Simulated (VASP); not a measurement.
## Ni: single point with LDA

Crystal: Ni.

```
Ni
1.0
     0.00000    1.76835    1.76835
     1.76835    0.00000    1.76835
     1.76835    1.76835    0.00000
Ni
1
Direct
  0.00000 0.00000 0.00000
```

```json
{"Program": "VASP 6.6.1", "Task": "single point", "Functional": "LDA", "Potentials or basis": "VASP PAW LDA potentials, release 64 (Ni)", "Cutoff": "520 eV", "k mesh": "12 × 12 × 12", "Occupations": "gaussian, width 0.1 eV", "Spin": "collinear spin, ferromagnetic start", "Starting moments": "[0.24] μB", "Fixed moment": "0.24 μB"}
```

```
Pressure                                              : -20.4 GPa
Net moment                                            : 0.24 μB per cell
Site moments                                          : Ni +0.24 μB
Valence electrons inside the program's atomic spheres : Ni 9.29
```

Run time: 20 s on 1 thread of AMD EPYC 9R45 96-Core Processor (Zen 5), with other jobs on the host, peak memory 0.1 GiB.

Caveat: the total moment is fixed, so each spin has its own Fermi level.
